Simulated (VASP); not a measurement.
The system is TaN.

```
Ta N
1.0
     3.39912    0.00000    0.00000
     0.00000    3.39912    0.00000
     0.00000    0.00000    4.97696
Ta N
2 2
Cartesian
  0.0000 0.0000 0.0000
  1.6996 1.6996 0.0000
  1.6996 0.0000 1.3288
  0.0000 1.6996 3.6481
```

| Item | Value |
| --- | --- |
| Program | VASP 6.6.1 |
| Task | relaxation of cell and atoms |
| Functional | LDA |
| Potentials or basis | VASP PAW LDA potentials, release 64 (Ta_pv, N) |
| Cutoff | 600 eV |
| k mesh | 8 × 8 × 6 |
| Occupations | fermi-dirac, width 0.05 eV |
| Spin | no spin polarisation |

At the start: pressure 27.5 GPa; volume 14.38 Å³/atom.

Q: How do energy, volume and symmetry change on relaxing?

A: Over 30 steps the energy falls by 1712.1 meV/atom and the volume is 12.79 Å³/atom (-11.0 %); space group P4/mmm (No. 123, to 0.05 Å).

Step by step:
```tsv
step	energy change (eV)	largest force (eV/Å)	pressure (GPa)	volume (Å³)
1	0.0000	3.2289	27.52	57.50
2	-0.9789	4.0590	-37.11	77.83
3	-2.5125	4.0459	-19.64	68.40
4	-2.5172	4.0188	-17.51	67.62
5	-4.5116	1.1252	0.70	58.73
6	-5.0123	0.4648	14.08	54.20
7	-5.6580	0.1675	48.42	44.75
8	-6.1107	0.6092	31.11	44.96
9	-6.1069	0.7533	28.06	44.98
10	-6.1128	0.7123	29.08	44.97
11	-6.3545	0.7756	18.46	46.48
12	-6.5654	0.8874	1.45	49.54
13	-6.5714	0.9030	-1.40	50.15
14	-6.5714	0.9073	-1.84	50.26
15	-6.5961	0.8341	-0.21	50.27
16	-6.6181	0.6728	3.71	50.29
17	-6.6411	0.6984	1.96	50.76
18	-6.6784	0.5907	-3.06	52.19
19	-6.7081	0.4908	-1.94	52.00
20	-6.7767	0.4059	1.30	51.44
21	-6.8299	0.0385	5.93	50.32
22	-6.8398	0.1267	2.72	50.60
23	-6.8398	0.1350	2.49	50.62
24	-6.8430	0.1137	1.84	50.77
25	-6.8478	0.0488	-0.23	51.19
26	-6.8479	0.0377	-0.55	51.27
27	-6.8482	0.0252	-0.32	51.25
28	-6.8483	0.0156	-0.10	51.24
29	-6.8483	0.0131	-0.07	51.23
30	-6.8484	0.0053	0.06	51.17
```

Final structure:
```xyz
4
Lattice="4.1382 0.0000 0.0000 0.0000 4.1382 0.0000 0.0000 0.0000 2.9883" Properties=species:S:1:pos:R:3 pbc="T T T"
Ta    0.0000    0.0000    0.0000
Ta    2.0691    2.0691    0.0000
N     2.0691    0.0000    2.9869
N     0.0000    2.0691    0.0014
```
